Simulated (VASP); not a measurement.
# TiPt3 (Pm-3m) in VASP: notebook

Runs on TiPt3. Level: LDA. Tasks: single point, relaxation of cell and atoms.

Program: VASP 6.6.1. These are calculated values, not measurements. Logs are shortened: lines on timing, memory, paths and dates and some standing lists are left out, and cuts for length are marked.

### 1 The cell of the first run

Symmetry: Pm-3m, No. 221, cubic system. Conventional cell: a = 3.873 Å, b = 3.873 Å, c = 3.873 Å, α = 90.00°, β = 90.00°, γ = 90.00°. Within 3.6 Å of Ti (site symmetry m-3m) lie 12 Pt at 2.74 Å. Within 3.6 Å of Pt (site symmetry 4/mmm) lie 4 Ti at 2.74 Å and 8 Pt at 2.74 Å.

### 2 Single point, LDA

INCAR

```
PREC     = Accurate       # precision mode
ENCUT    = 520            # plane-wave cutoff, eV
EDIFF    = 1E-7           # SCF threshold, eV
ISMEAR   = 0              # smearing method
SIGMA    = 0.1            # smearing width, eV
LREAL    = F              # projectors in reciprocal space
LASPH    = T              # aspherical terms in the spheres
NELM     = 60             # most SCF steps
ALGO     = Fast           # electronic algorithm
ISIF     = 2              # what is computed and relaxed
LWAVE    = F              # write WAVECAR
LCHARG   = F              # write CHGCAR
NBANDS   = 29             # bands
```

KPOINTS

```
regular mesh
0
Gamma
  10 10 10
```

POSCAR

```
TiPt3
1.0
    3.8730397174      0.0000000000      0.0000000000
    0.0000000000      3.8730397174      0.0000000000
    0.0000000000      0.0000000000      3.8730397174
Ti Pt
1 3
Direct
    0.0000000000      0.0000000000      0.0000000000
    0.0000000000      0.5000000000      0.5000000000
    0.5000000000      0.0000000000      0.5000000000
    0.5000000000      0.5000000000      0.0000000000
```

Potentials or basis: VASP PAW LDA potentials, release 64 (Ti_sv, Pt).

Command:

```
cat potpaw_LDA.64/Ti_sv/POTCAR potpaw_LDA.64/Pt/POTCAR > POTCAR
mpirun -np 1 vasp_std > vasp.out
```

OUTCAR:

```text
PREC = Accurate
   ENCUT = 520
   EDIFF = 1E-7
   ISMEAR = 0
   LREAL = F
   LASPH = T
   NELM = 60
   ISIF = 2

 ion  position               nearest neighbor table
   1  0.000  0.000  0.000-   2 2.74   3 2.74   4 2.74   2 2.74   3 2.74   2 2.74   4 2.74   2 2.74
                             3 2.74   4 2.74   3 2.74   4 2.74
   2  0.000  0.500  0.500-   1 2.74   3 2.74   4 2.74   1 2.74   4 2.74   1 2.74   3 2.74   1 2.74
                             3 2.74   4 2.74   4 2.74   3 2.74
   3  0.500  0.000  0.500-   1 2.74   2 2.74   4 2.74   1 2.74   4 2.74   2 2.74   4 2.74   4 2.74
                             1 2.74   2 2.74   1 2.74   2 2.74
   4  0.500  0.500  0.000-   1 2.74   2 2.74   3 2.74   2 2.74   3 2.74   1 2.74   3 2.74   3 2.74
                             1 2.74   2 2.74   2 2.74   1 2.74

  LATTYP: Found a simple cubic cell.
 ALAT       =     3.8730397174

  Lattice vectors:

 A1 = (   3.8730397174,   0.0000000000,   0.0000000000)
 A2 = (   0.0000000000,   3.8730397174,   0.0000000000)
 A3 = (   0.0000000000,   0.0000000000,   3.8730397174)

Analysis of symmetry for initial positions (statically):
=====================================================================
 Subroutine PRICEL returns:
 Original cell was already a primitive cell.

 Routine SETGRP: Setting up the symmetry group for a
 simple cubic supercell.

 Subroutine GETGRP returns: Found 48 space group operations
 (whereof 48 operations were pure point group operations)
 out of a pool of 48 trial point group operations.

The static configuration has the point symmetry O_h .

Analysis of symmetry for dynamics (positions and initial velocities):
=====================================================================
 Subroutine PRICEL returns:
 Original cell was already a primitive cell.

 Routine SETGRP: Setting up the symmetry group for a
 simple cubic supercell.

 Subroutine GETGRP returns: Found 48 space group operations
 (whereof 48 operations were pure point group operations)
 out of a pool of 48 trial point group operations.

The dynamic configuration has the point symmetry O_h .

 Subroutine INISYM returns: Found 48 space group operations
 (whereof 48 operations are pure point group operations),
 and found     1 'primitive' translations

----------------------------------------------------------------------------------------

                                     Primitive cell

  volume of cell :      58.0973

  direct lattice vectors                    reciprocal lattice vectors
     3.873039717  0.000000000  0.000000000     0.258195132  0.000000000  0.000000000
     0.000000000  3.873039717  0.000000000     0.000000000  0.258195132  0.000000000
     0.000000000  0.000000000  3.873039717     0.000000000  0.000000000  0.258195132

  length of vectors
     3.873039717  3.873039717  3.873039717     0.258195132  0.258195132  0.258195132

  position of ions in fractional coordinates (direct lattice)
     0.000000000  0.000000000  0.000000000
     0.000000000  0.500000000  0.500000000
     0.500000000  0.000000000  0.500000000
     0.500000000  0.500000000  0.000000000

  ion indices of the primitive-cell ions
   primitive index   ion index
                 1           1
                 2           2
                 3           3
                 4           4

----------------------------------------------------------------------------------------

 KPOINTS: regular mesh

Automatic generation of k-mesh.
 Grid dimensions read from file:
 generate k-points for:   10   10   10

 Generating k-lattice:

  Cartesian coordinates                     Fractional coordinates (reciprocal lattice)
     0.025819513  0.000000000  0.000000000     0.100000000  0.000000000  0.000000000
     0.000000000  0.025819513  0.000000000     0.000000000  0.100000000  0.000000000
     0.000000000  0.000000000  0.025819513     0.000000000  0.000000000  0.100000000

  Length of vectors
     0.025819513  0.025819513  0.025819513

  Shift w.r.t. Gamma in fractional coordinates (k-lattice)
     0.000000000  0.000000000  0.000000000

 Subroutine IBZKPT returns following result:
 ===========================================

 Found     56 irreducible k-points:

 Following reciprocal coordinates:
            Coordinates               Weight
  0.000000  0.000000  0.000000      1.000000
  0.100000  0.000000  0.000000      6.000000
  0.200000  0.000000  0.000000      6.000000
  0.300000  0.000000  0.000000      6.000000
  0.400000  0.000000  0.000000      6.000000
  0.500000  0.000000  0.000000      3.000000
[... 16 lines left out ...]
  0.200000  0.100000  0.100000     24.000000
  0.300000  0.100000  0.100000     24.000000
 [... further k-points ...]
   k-points           NKPTS =     56   k-points in BZ     NKDIM =     56   number of bands    NBANDS=     29
   number of dos      NEDOS =    301   number of ions     NIONS =      4
   total plane-waves  NPLWV =  27000
   dimension x,y,z NGX =    30 NGY =   30 NGZ =   30
   dimension x,y,z NGXF=    60 NGYF=   60 NGZF=   60
   ions per type =               1   3
   NGX,Y,Z   is equivalent  to a cutoff of  12.88, 12.88, 12.88 a.u.
   NGXF,Y,Z  is equivalent  to a cutoff of  25.75, 25.75, 25.75 a.u.
 SYSTEM =  unknown system
   PREC   = accura    normal or accurate (medium, high low for compatibility)
   ISTART =      0    job   : 0-new  1-cont  2-samecut
   ICHARG =      2    charge: 1-file 2-atom 10-const
   ISPIN  =      1    spin polarized calculation?
   LNONCOLLINEAR =      F non collinear calculations
   LSORBIT =      F    spin-orbit coupling
   LASPH  =      T    aspherical Exc in radial PAW
   ENCUT  =  520.0 eV  38.22 Ry    6.18 a.u.   7.20  7.20  7.20*2*pi/ulx,y,z
   NELM   =     60;   NELMIN=  2; NELMDL= -5     # of ELM steps
   EDIFF  = 0.1E-06   stopping-criterion for ELM
   LREAL  =      F    real-space projection
   EDIFFG = 0.1E-05   stopping-criterion for IOM
   NSW    =      0    number of steps for IOM
   IBRION =     -1    ionic relax: 0-MD 1-quasi-New 2-CG
   NFREE  =      0    steps in history (QN), initial steepest desc. (CG)
   ISIF   =      2    stress and relaxation
   ISYM   =      2    0-nonsym 1-usesym 2-fastsym
   POTIM  = 0.5000    time-step for ionic-motion
   TEBEG  =    0.0;   TEEND  =   0.0 temperature during run
   PSTRESS=    0.0 pullay stress
   NELECT =      42.0000    total number of electrons
   NUPDOWN=      -1.0000    fix difference up-down
   EMIN   =  10.00;   EMAX   =-10.00  energy-range for DOS
   EFERMI =   0.00;   METHOD = LEGACY
   ISMEAR =     0;   SIGMA  =   0.10  broadening in eV -4-tet -1-fermi 0-gaus
   EFERMI_NEDOS =   21; number of points for ismear=-14 and -15
   IALGO  =     68    algorithm
   IMIX   =      4    mixing-type and parameters
     AMIX     =   0.40;   BMIX     =  1.00
     AMIX_MAG =   1.60;   BMIX_MAG =  1.00
  volume/ion in A,a.u.               =      14.52        98.01
  Fermi-wavevector in a.u.,A,eV,Ry     =   1.469285  2.776546 29.372226  2.158798
  Thomas-Fermi vector in A             =   2.584681
   LORBIT       =      0    0 simple, 1 ext, 2 COOP (PROOUT), +10 PAW based schemes
   GGA     = CA    functional components
   LHFCALC =     F    Hartree Fock is set to
   AEXX    =    0.0000 exact exchange contribution
   IVDW    =     0    specifies the selected vdW correction
   LEPSILON=     F    determine dielectric tensor
   LRPA    =     F    only Hartree local field effects (RPA)
 non-spin polarized calculation
 RMM-DIIS sequential band-by-band and
 Gauss-broadening in eV      SIGMA  =   0.10
  energy-cutoff  :      520.00
  volume of cell :       58.10
 maximum number of plane-waves:      1596
 NGX is ok and might be reduce to    30
   NGX = 15   NGY = 15   NGZ = 15

 number of electron      41.9999994 magnetization

 Free energy of the ion-electron system (eV)
  ---------------------------------------------------
  ext. energy  EPLUGINS =         0.00000000
  ---------------------------------------------------
  free energy    TOTEN  =       -34.63413931 eV

  energy without entropy =      -34.62842788  energy(sigma->0) =      -34.63128360

 E-fermi :  12.0552     XC(G=0): -13.6109

 val. band max:       12.0247374918   @ k =   0.5000   0.1000   0.0000
 cond. band min:      12.0808644832   @ k =   0.4000   0.1000   0.1000
 fundamental gap:      0.0561269914
 Fermi energy:        12.0551507109

 k-point     1 :       0.0000    0.0000    0.0000
  band No.  band energies     occupation
      1     -45.3977      2.00000
      2     -22.0125      2.00000
      3     -22.0125      2.00000
      4     -22.0125      2.00000
      5       1.6436      2.00000
      6       4.4157      2.00000
[... 21 lines left out ...]
     28      14.1487      0.00000
     29      20.6729      0.00000

 k-point     2 :       0.1000    0.0000    0.0000
  band No.  band energies     occupation
      1     -45.3975      2.00000
      2     -22.0157      2.00000
      3     -22.0130      2.00000
      4     -22.0130      2.00000
      5       1.7794      2.00000
      6       4.5032      2.00000
[... 21 lines left out ...]
     28      14.9313      0.00000
     29      20.4105      0.00000

 k-point     3 :       0.2000    0.0000    0.0000
  band No.  band energies     occupation
      1     -45.3970      2.00000
      2     -22.0241      2.00000
      3     -22.0144      2.00000
      4     -22.0144      2.00000
      5       2.1751      2.00000
      6       4.7467      2.00000
[... 21 lines left out ...]
     28      16.2285      0.00000
     29      19.8668      0.00000

 k-point     4 :       0.3000    0.0000    0.0000
  band No.  band energies     occupation
      1     -45.3962      2.00000
      2     -22.0344      2.00000
      3     -22.0161      2.00000
      4     -22.0161      2.00000
      5       2.7859      2.00000
      6       5.0506      2.00000
[... 21 lines left out ...]
     28      17.6085      0.00000
     29      19.3749      0.00000

 k-point     5 :       0.4000    0.0000    0.0000
  band No.  band energies     occupation
      1     -45.3957      2.00000
      2     -22.0427      2.00000
      3     -22.0175      2.00000
      4     -22.0175      2.00000
      5       3.4887      2.00000
      6       5.1400      2.00000
[... 21 lines left out ...]
     28      18.9542      0.00000
     29      19.0706      0.00000
[... 510 lines left out ...]
     28      15.3311      0.00000
     29      22.5153      0.00000

 k-point    22 :       0.1000    0.1000    0.1000
  band No.  band energies     occupation
      1     -45.3971      2.00000
      2     -22.0189      2.00000
      3     -22.0153      2.00000
      4     -22.0153      2.00000
      5       2.0425      2.00000
      6       4.6732      2.00000
[... 21 lines left out ...]
     28      15.3155      0.00000
     29      20.8582      0.00000

 k-point    23 :       0.2000    0.1000    0.1000
  band No.  band energies     occupation
      1     -45.3966      2.00000
      2     -22.0253      2.00000
      3     -22.0175      2.00000
      4     -22.0163      2.00000
      5       2.4208      2.00000
      6       4.9092      2.00000
[... 21 lines left out ...]
     28      16.1510      0.00000
     29      20.0838      0.00000

 k-point    24 :       0.3000    0.1000    0.1000
  band No.  band energies     occupation
      1     -45.3960      2.00000
      2     -22.0341      2.00000
      3     -22.0194      2.00000
      4     -22.0175      2.00000
      5       3.0061      2.00000
      6       5.2207      2.00000
[... 21 lines left out ...]
     28      17.2917      0.00000
     29      19.5049      0.00000

 [... further k-points ...]
[... 5 lines left out ...]
  --------------------------------------------------------------------------------------
  -------------------------------------------------------------------------------------
  Total        0.2830630      0.2830630      0.2830630      0.0000000      0.0000000     -0.0000000
  in kB        7.8061660      7.8061660      7.8061660      0.0000000      0.0000000     -0.0000000
  external PRESSURE =       7.8061660 kB  Pullay stress =       0.0000000 kB

 VOLUME and BASIS-vectors are now :
 -----------------------------------------------------------------------------
  energy-cutoff  :      520.00
  volume of cell :       58.10
      direct lattice vectors                 reciprocal lattice vectors
     3.873039717  0.000000000  0.000000000     0.258195132  0.000000000  0.000000000
     0.000000000  3.873039717  0.000000000     0.000000000  0.258195132  0.000000000
     0.000000000  0.000000000  3.873039717     0.000000000  0.000000000  0.258195132

 POSITION                                       TOTAL-FORCE (eV/Angst)
 -----------------------------------------------------------------------------------
      0.00000      0.00000      0.00000         0.000000      0.000000      0.000000
      0.00000      1.93652      1.93652         0.000000      0.000000      0.000000
      1.93652      0.00000      1.93652         0.000000      0.000000      0.000000
      1.93652      1.93652      0.00000         0.000000      0.000000      0.000000
 -----------------------------------------------------------------------------------
    total drift:                                0.000000      0.000000     -0.000000

  FREE ENERGIE OF THE ION-ELECTRON SYSTEM (eV)
  ---------------------------------------------------
  free  energy   TOTEN  =       -34.6341393127 eV

  energy  without entropy=      -34.6284278804  energy(sigma->0) =      -34.63128360
```

Wall time 2.7 min (1 thread of AMD EPYC 9R45 (Zen 5), shared host); peak memory 0.18 GiB.

Results:

| Quantity | Value |
| --- | --- |
| Free energy | -34.6341 eV |
| Pressure | 0.8 GPa |
| Band gap on the k mesh | zero (band 21 reaches 13.47 eV, above the bottom of band 22 at 11.60 eV) |

Levels at points of the mesh, in eV from the Fermi level:
```csv
k point,band 17,band 18,band 19,band 20,band 21,band 22,band 23,band 24,band 25,band 26
"(0.00, 0.00, 0.00)",-0.52,0.06,0.06,0.06,1.42,1.42,1.60,1.60,1.60,2.09
"(0.50, 0.00, 0.00)",-2.76,-2.76,-2.69,-1.40,-0.24,-0.24,0.06,0.42,0.76,2.06
"(0.50, 0.50, 0.00)",-3.22,-3.22,-2.55,-2.36,-2.35,0.19,0.19,0.32,1.56,1.56
"(0.50, 0.50, 0.50)",-1.05,-0.69,-0.69,-0.69,-0.45,-0.45,-0.45,1.24,1.24,1.24
```

Caveat: spin-orbit coupling is left out, which moves the levels of the heavy elements.

### 3 Relaxation of cell and atoms, LDA

This run uses another cell than the first one, of 15.39 Å³/atom, 1.059 times its volume.

INCAR

```
SYSTEM = TiPt3
  ALGO = Fast
  EDIFF = 1E-7
  EDIFFG = -0.005
  ENCUT = 600
  IBRION = 2
  ISIF = 3
  ISMEAR = 0
  LASPH = .True.
  LCHARG = .False.
  LREAL = .False.
  LWAVE = .False.
  NELM = 60
  NSW = 70
  PREC = Accurate
  SIGMA = 0.1
```

KPOINTS

```
k-points
0
Gamma
  10 10 10
  0 0 0
```

POSCAR

```
TiPt3
1.0
    3.9481842883      0.0000000000      0.0000000000
    0.0000000000      3.9481842883      0.0000000000
    0.0000000000      0.0000000000      3.9481842883
Ti Pt
1 3
Direct
    0.0000000000      0.0000000000      0.0000000000
    0.0000000000      0.5000000000      0.5000000000
    0.5000000000      0.0000000000      0.5000000000
    0.5000000000      0.5000000000      0.0000000000
```

Potentials or basis: VASP PAW LDA potentials, release 64 (Ti_sv, Pt).

Command:

```
cat potpaw_LDA.64/Ti_sv/POTCAR potpaw_LDA.64/Pt/POTCAR > POTCAR
mpirun -np 1 vasp_std > vasp.out
```

Wall time 8.8 min (1 thread of AMD EPYC 9R45 (Zen 5), shared host); peak memory 0.21 GiB.

It converged, with:

| Item | Value |
| --- | --- |
| Free energy | -34.6354 eV |
| Relaxed volume | 14.57 Å³/atom |
| Relaxed cell | a = 3.877 Å, b = 3.877 Å, c = 3.877 Å, α = 90.00°, β = 90.00°, γ = 90.00° |
| Space group after relaxing (to 0.05 Å) | Pm-3m (No. 221) |
| Energy gained by relaxing | 36.3 meV/atom |
| Ionic steps | 7 |
| Pressure after relaxing | 0.0 GPa |
| Band gap on the k mesh | zero (band 21 reaches 13.41 eV, above the bottom of band 22 at 11.54 eV) |

The path:
```csv
step,energy change (eV),largest force (eV/Å),pressure (GPa),volume (Å³)
1,0.0000,0.0000,-13.46,61.54
2,0.9876,0.0000,55.16,50.73
3,-0.1446,0.0000,-0.81,58.44
4,-0.1451,0.0000,-0.16,58.31
5,-0.1451,0.0000,0.15,58.24
6,-0.1450,0.0000,-0.32,58.34
7,-0.1451,0.0000,0.00,58.27
```

Final structure:
```
Ti Pt
1.0
     3.87698    0.00000    0.00000
     0.00000    3.87698    0.00000
     0.00000    0.00000    3.87698
Ti Pt
1 3
Direct
  0.00000 0.00000 0.00000
  0.00000 0.50000 0.50000
  0.50000 0.00000 0.50000
  0.50000 0.50000 0.00000
```

Levels at points of the mesh, in eV from the Fermi level:
```
           k point  band 19  band 20  band 21  band 22  band 23  band 24
(0.00, 0.00, 0.00)     0.05     0.05     1.41     1.41     1.60     1.60
(0.50, 0.00, 0.00)    -2.68    -1.40    -0.24    -0.24     0.06     0.42
(0.50, 0.50, 0.00)    -2.54    -2.35    -2.34     0.19     0.19     0.32
(0.50, 0.50, 0.50)    -0.69    -0.69    -0.45    -0.45    -0.45     1.23
```

Caveat: spin-orbit coupling is left out, which moves the levels of the heavy elements. Zero-point motion and thermal expansion aren't in these numbers.
